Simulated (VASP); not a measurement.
# Pr (P6_3/mmc) in VASP: single point with PBEsol

Aim: the single point of Pr with PBEsol.

Program: VASP 6.6.1. These are calculated values, not measurements. Logs are shortened: lines on timing, memory, paths and dates and some standing lists are left out, and cuts for length are marked.

## 1. The cell of the first run

It takes space group P6_3/mmc (No. 194, hexagonal). Conventional cell: a = 3.669 Å, b = 3.669 Å, c = 5.920 Å, α = 90.00°, β = 90.00°, γ = 120.00°. Pr (site symmetry -6m2) has 12 Pr at 3.64 to 3.67 Å within 4.8 Å.

## 2. Single point, PBEsol, collinear spin, ferromagnetic start

The input, INCAR:

```
  PREC = Accurate
  ENCUT = 520
  EDIFF = 1E-6
  ISMEAR = -1
  SIGMA = 0.05
  LREAL = F
  LASPH = T
  NELM = 150
  ALGO = Normal
  ISIF = 2
  LWAVE = F
  LCHARG = F
  ISPIN = 2
  MAGMOM = 2 2
  LORBIT = 11
  LMAXMIX = 6
  GGA = PS
  NBANDS = 24
```

The input, KPOINTS:

```
regular mesh
0
Gamma
  8 8 5
```

The input, POSCAR:

```
Pr
1.0
    3.6690000000      0.0000000000      0.0000000000
   -1.8345000000      3.1774472065      0.0000000000
    0.0000000000      0.0000000000      5.9200000000
Pr
2
Direct
    0.6666666667      0.3333333333      0.7500000000
    0.3333333333      0.6666666667      0.2500000000
```

Potentials or basis: VASP PAW PBE potentials, release 64 (Pr).

Run with:

```console
cat potpaw_PBE.64/Pr/POTCAR > POTCAR
mpirun -np 1 vasp_std > vasp.out
```

OUTCAR:

```text
PREC = Accurate
   ENCUT = 520
   EDIFF = 1E-6
   ISMEAR = -1
   LREAL = F
   LASPH = T
   NELM = 150
   ISIF = 2
   ISPIN = 2
   LORBIT = 11
   GGA = PS

 ion  position               nearest neighbor table
   1  0.667  0.333  0.750-
   2  0.333  0.667  0.250-

  LATTYP: Found a hexagonal cell.
 ALAT       =     3.6690000000
 C/A-ratio  =     1.6135186699

  Lattice vectors:

 A1 = (   3.6690000000,   0.0000000000,   0.0000000000)
 A2 = (  -1.8345000000,   3.1774472065,   0.0000000000)
 A3 = (   0.0000000000,   0.0000000000,   5.9200000000)

Analysis of symmetry for initial positions (statically):
=====================================================================
 Subroutine PRICEL returns:
 Original cell was already a primitive cell.

 Routine SETGRP: Setting up the symmetry group for a
 hexagonal supercell.

 Subroutine GETGRP returns: Found 24 space group operations
 (whereof 12 operations were pure point group operations)
 out of a pool of 24 trial point group operations.

The static configuration has the point symmetry D_3d.
 The point group associated with its full space group is D_6h.

Analysis of symmetry for dynamics (positions and initial velocities):
=====================================================================
 Subroutine PRICEL returns:
 Original cell was already a primitive cell.

 Routine SETGRP: Setting up the symmetry group for a
 hexagonal supercell.

 Subroutine GETGRP returns: Found 24 space group operations
 (whereof 12 operations were pure point group operations)
 out of a pool of 24 trial point group operations.

The dynamic configuration has the point symmetry D_3d.
 The point group associated with its full space group is D_6h.

Analysis of structural, dynamic, and magnetic symmetry:
=====================================================================
 Subroutine PRICEL returns:
 Original cell was already a primitive cell.

 Routine SETGRP: Setting up the symmetry group for a
 hexagonal supercell.

 Subroutine GETGRP returns: Found 24 space group operations
 (whereof 12 operations were pure point group operations)
 out of a pool of 24 trial point group operations.

The overall configuration has the point symmetry D_3d.
 The point group associated with its full space group is D_6h.

 Subroutine INISYM returns: Found 24 space group operations
 (whereof 12 operations are pure point group operations),
[... 115 lines left out ...]
     AMIX     =   0.40;   BMIX     =  1.00
     AMIX_MAG =   1.60;   BMIX_MAG =  1.00
  volume/ion in A,a.u.               =      34.51       232.87
  Fermi-wavevector in a.u.,A,eV,Ry     =   1.182361  2.234338 19.020633  1.397977
  Thomas-Fermi vector in A             =   2.318616
   LORBIT       =     11    0 simple, 1 ext, 2 COOP (PROOUT), +10 PAW based schemes
   GGA     = PS    functional components
   LHFCALC =     F    Hartree Fock is set to
   AEXX    =    0.0000 exact exchange contribution
   IVDW    =     0    specifies the selected vdW correction
   LEPSILON=     F    determine dielectric tensor
   LRPA    =     F    only Hartree local field effects (RPA)
 spin polarized calculation
  energy-cutoff  :      520.00
  volume of cell :       69.02
 maximum number of plane-waves:      1874
 NGX is ok and might be reduce to    28
   NGX = 13   NGY = 13   NGZ = 23

 number of electron      25.9999999 magnetization       5.6749204

 Free energy of the ion-electron system (eV)
  ---------------------------------------------------
  ext. energy  EPLUGINS =         0.00000000
  ---------------------------------------------------
  free energy    TOTEN  =       -11.63911547 eV

  energy without entropy =      -11.43688966  energy(sigma->0) =      -11.53800257

 E-fermi :   5.9559     XC(G=0): -10.0667

 val. band max:        5.9544390388   @ k =   0.3750   0.1250   0.4000
 cond. band min:       5.9586960033   @ k =   0.3750   0.1250   0.4000
 fundamental gap:      0.0042569645
 Fermi energy:         5.9558571340

 spin component 1

 k-point     1 :       0.0000    0.0000    0.0000
  band No.  band energies     occupation
      1     -30.2107      1.00000
      2     -30.0370      1.00000
      3     -12.8466      1.00000
      4     -11.7274      1.00000
      5     -11.7274      1.00000
      6     -11.5512      1.00000
[... 637 lines left out ...]
     23       6.1907      0.00905
     24       6.2530      0.00262

 [... further k-points ...]

 spin component 2

 k-point     1 :       0.0000    0.0000    0.0000
  band No.  band energies     occupation
      1     -29.0781      1.00000
      2     -28.8956      1.00000
      3     -11.9562      1.00000
      4     -10.7851      1.00000
      5     -10.7851      1.00000
      6     -10.6044      1.00000
[... 637 lines left out ...]
     23       7.7460      0.00000
     24       7.7805      0.00000

 [... further k-points ...]

------------------------ aborting loop because EDIFF is reached ----------------------------------------

  FORCE on cell =-STRESS in cart. coord.  units (eV):
  Direction    XX          YY          ZZ          XY          YZ          ZX
  --------------------------------------------------------------------------------------
  -------------------------------------------------------------------------------------
  Total       -1.8549841     -1.8549841     -1.7122844      0.0000000      0.0000000      0.0000000
  in kB      -43.0628741    -43.0628741    -39.7501447      0.0000000      0.0000000      0.0000000
  external PRESSURE =     -41.9586309 kB  Pullay stress =       0.0000000 kB

 VOLUME and BASIS-vectors are now :
 -----------------------------------------------------------------------------
  energy-cutoff  :      520.00
  volume of cell :       69.02
      direct lattice vectors                 reciprocal lattice vectors
     3.669000000  0.000000000  0.000000000     0.272553829  0.157359027  0.000000000
    -1.834500000  3.177447207  0.000000000     0.000000000  0.314718054  0.000000000
     0.000000000  0.000000000  5.920000000     0.000000000  0.000000000  0.168918919

 POSITION                                       TOTAL-FORCE (eV/Angst)
 -----------------------------------------------------------------------------------
      1.83450      1.05915      4.44000        -0.000000      0.000000      0.000000
     -0.00000      2.11830      1.48000         0.000000     -0.000000      0.000000
 -----------------------------------------------------------------------------------
    total drift:                               -0.000000      0.000000     -0.000000

  FREE ENERGIE OF THE ION-ELECTRON SYSTEM (eV)
  ---------------------------------------------------
  free  energy   TOTEN  =       -11.6391154675 eV

  energy  without entropy=      -11.4368896626  energy(sigma->0) =      -11.53800257

 total charge

# of ion       s       p       d       f       tot
--------------------------------------------------
    1        1.991   5.258   0.580   2.150   9.979
    2        1.991   5.258   0.580   2.150   9.979
--------------------------------------------------
tot          3.983  10.516   1.159   4.300  19.958

 magnetization (x)

# of ion       s       p       d       f       tot
--------------------------------------------------
    1       -0.004  -0.014   0.160   2.098   2.240
    2       -0.004  -0.014   0.160   2.098   2.240
--------------------------------------------------
tot         -0.008  -0.027   0.320   4.196   4.481
```

OSZICAR:

```text
N       E                     dE             d eps       ncg     rms          rms(c)
DAV:   1     0.304398198213E+03    0.30440E+03   -0.90552E+03  3000   0.205E+03
DAV:   2     0.347535764066E+02   -0.26964E+03   -0.26179E+03  3736   0.368E+02
DAV:   3    -0.113380726197E+02   -0.46092E+02   -0.43061E+02  4968   0.183E+02
[... 27 lines left out ...]
DAV:  31    -0.116391004508E+02    0.97950E-05   -0.65299E-05  4920   0.587E-02    0.259E-02
DAV:  32    -0.116391118245E+02   -0.11374E-04   -0.16139E-05  4128   0.282E-02    0.112E-02
DAV:  33    -0.116391137632E+02   -0.19386E-05   -0.10185E-05  4000   0.235E-02    0.433E-03
DAV:  34    -0.116391152892E+02   -0.15260E-05   -0.46165E-06  3136   0.174E-02    0.538E-03
DAV:  35    -0.116391154675E+02   -0.17826E-06   -0.35268E-06  2816   0.152E-02
   1 F= -.11639115E+02 E0= -.11538003E+02  d E =-.202226E+00  mag=     5.6745
```

stdout:

```text
POSCAR found type information on POSCAR Pr
 POSCAR found :  1 types and       2 ions
 scaLAPACK will be used
 -----------------------------------------------------------------------------
|                                                                             |
[... 28 lines left out ...]
|     molecular-dynamics runs (even for insulators or semiconductors),        |
|     since the presence of unoccupied bands improves wavefunction            |
|     prediction and helps to suppress 'band-crossings'.                      |
|                                                                             |
 -----------------------------------------------------------------------------
```

Run time: 4.6 min. Hardware: 1 thread of Intel Xeon Platinum 8259CL at 2.50GHz (Skylake/Cascade Lake), shared host; peak memory 0.26 GiB.

Results:

```yaml
Free_energy: -11.6391 eV
Pressure: -4.2 GPa
Net_moment: 5.67 μB per cell
Site_moments: Pr +2.24 μB
Valence_electrons_inside_the_program's_atomic_spheres: Pr 9.98
```

Caveat: the magnetic or orbital state may not be the lowest; the cell stands under tension; the PAW data sets were made with another functional, which shifts forces and pressure a little; spin-orbit coupling is left out, which moves the levels of the heavy elements; semilocal functionals describe open f shells poorly, which spoils levels, moments and volumes.
